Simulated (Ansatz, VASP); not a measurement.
# Two plane-wave programs on Zn

```
Zn
1.0
     2.66225    0.00000    0.00000
     0.00000    2.66225    0.00000
     0.00000    0.00000    2.66225
Zn
1
Cartesian
  0.0000 0.0000 0.0000
```

Alike in both runs: task single point; functional revPBE; k mesh 13 × 13 × 13; occupations fermi-dirac, width 0.1 eV; no spin polarisation.

|  | VASP | Ansatz |
| --- | --- | --- |
| version | VASP 6.6.1 | Ansatz 0.2.0 |
| potentials or method | VASP PAW PBE potentials, release 64 (Zn), cutoff 520 eV | plane waves (420 eV) with PAW, scalar-relativistic |
| valence electrons in the cell | 12 | 12 |

|  | VASP | Ansatz | Ansatz less VASP |
| --- | --- | --- | --- |
| pressure (GPa) | 0.2 | 0.0 | -0.16 |

VASP's potentials were made for PBE, not for revPBE.
